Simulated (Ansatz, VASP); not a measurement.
## One calculation of Al2Cu, two programs

INCAR

```
PREC = Accurate
ENCUT = 520
EDIFF = 1E-6
ISMEAR = 0
SIGMA = 0.15
LREAL = F
LASPH = T
NELM = 80
ALGO = Fast
ISIF = 2
LWAVE = F
LCHARG = F
NBANDS = 16
```

File KPOINTS:

```
regular mesh
0
Gamma
  14 14 14
```

POSCAR

```
Al2Cu
1.0
   -2.1450084207      2.1450084207      2.7406000000
    2.1450084207     -2.1450084207      2.7406000000
    2.1450084207      2.1450084207     -2.7406000000
Al Cu
2 1
Direct
    0.7500000000      0.2500000000      0.5000000000
    0.2500000000      0.7500000000      0.5000000000
    0.5000000000      0.5000000000      0.0000000000
```

Input for Ansatz:

```yaml
crystal:
  lattice:
    - [-2.1450084207, 2.1450084207, 2.7406]
    - [2.1450084207, -2.1450084207, 2.7406]
    - [2.1450084207, 2.1450084207, -2.7406]
  atoms:
    - { symbol: Al, position: [0.75, 0.25, 0.5] }
    - { symbol: Al, position: [0.25, 0.75, 0.5] }
    - { symbol: Cu, position: [0.5, 0.5, 0.0] }
basis:
  ecutwfc: 520.0
kpoints:
  mp_grid: { grid: [14, 14, 14] }
hamiltonian:
  xc: lda
  pseudopotentials: { kind: paw, azcp: { folder: soft_1 } }
scf:
  occupations: { method: gaussian, width: 0.15 }
output:
  forces: true
  stress: true
  eigenvalues: true
```

Alike in both runs: task single point; functional LDA; k mesh 14 × 14 × 14; occupations gaussian, width 0.15 eV; no spin polarisation.

|  | VASP | Ansatz |
| --- | --- | --- |
| version | VASP 6.6.1 | Ansatz 0.2.0 |
| potentials or method | VASP PAW LDA potentials, release 64 (Al, Cu), cutoff 520 eV | scalar-relativistic, plane waves, PAW |
| valence electrons in the cell | 17 | 25 |

VASP gave:

```
gap on the k mesh at the Fermi level (eV)                     : none
pressure (GPa)                                                : -7.8
traceless stress, the component that is largest in VASP (GPa) : 6.23
```

Question: What did Ansatz give for the same quantities?

Answer: gap on the k mesh at the Fermi level (eV): none; pressure (GPa): -8.1; traceless stress, the component that is largest in VASP (GPa): 6.30.

Ansatz warns that its potentials were made for another functional, while VASP's fit it. LDA's correlation is that of Perdew and Zunger in VASP and of Perdew and Wang (1992) in Ansatz. A gap of «none» marks a metal or a gap that the smearing closes. VASP's potentials hold 17 valence electrons a cell and Ansatz's 25, so a difference there can come from the potentials and not from the codes.
